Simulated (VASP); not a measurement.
Here is a VASP 6.6.1 calculation.

File INCAR:

```
  PREC = Accurate
  ENCUT = 520
  EDIFF = 1E-6
  ISMEAR = 0
  SIGMA = 0.02
  LREAL = Auto
  LASPH = T
  NELM = 100
  ALGO = Normal
  ISIF = 2
  LWAVE = F
  LCHARG = F
  NBANDS = 56
```

Contents of KPOINTS:

```
Automatic mesh
0
Gamma
  2 2 1
```

File POSCAR:

```
H2C18O
1.0
    7.3980000000      0.0000000000      0.0000000000
   -3.6990000000      6.4068560000      0.0000000000
    0.0000000000      0.0000000000     11.0000000000
C O H
18 1 2
Direct
    0.0115285116      0.0224022516      0.0732292727
    0.2320541005      0.1327026860      0.0732934545
    0.0092460328      0.3553109357      0.0732366364
    0.2342389352      0.4677587572      0.0731966364
    0.0110282973      0.6907943615      0.0733718182
    0.2323653094      0.8014689264      0.0733011818
    0.3428276481      0.0222519439      0.0731866364
    0.5678381801      0.1346017454      0.0729423636
    0.3446055289      0.3575922418      0.0732405455
    0.5657477240      0.4681734692      0.0732195455
    0.3450286261      0.6889569549      0.0730071818
    0.5655653532      0.7994034828      0.0729780000
    0.6779573992      0.0243089590      0.0729135455
    0.8989890683      0.1348272850      0.0731240000
    0.6782076578      0.3556713308      0.0731428182
    0.8986987379      0.4658773352      0.0732617273
    0.6759735167      0.6887012912      0.0731641818
    0.9009100559      0.8011723691      0.0732648182
    0.4329323341     -0.0858403872      0.3458254545
    0.4225299765     -0.2197172841      0.3619242727
    0.3401462325     -0.1117126716      0.2769942727
```

Potentials or basis: VASP PAW LDA potentials, release 64 (C, O, H).

Command:

```console
$ cat potpaw_LDA.64/C/POTCAR potpaw_LDA.64/O/POTCAR potpaw_LDA.64/H/POTCAR > POTCAR
$ mpirun -np 1 vasp_std > vasp.out
```

(1) Estimate the band gap on the k mesh.

(2) What does it give for the largest force?

Results:

(1) 0.19 eV.

(2) 0.209 eV/Å.

Caveat: the k points lie up to 0.49 Å⁻¹ apart; there is no dipole correction, which matters where the two faces differ.
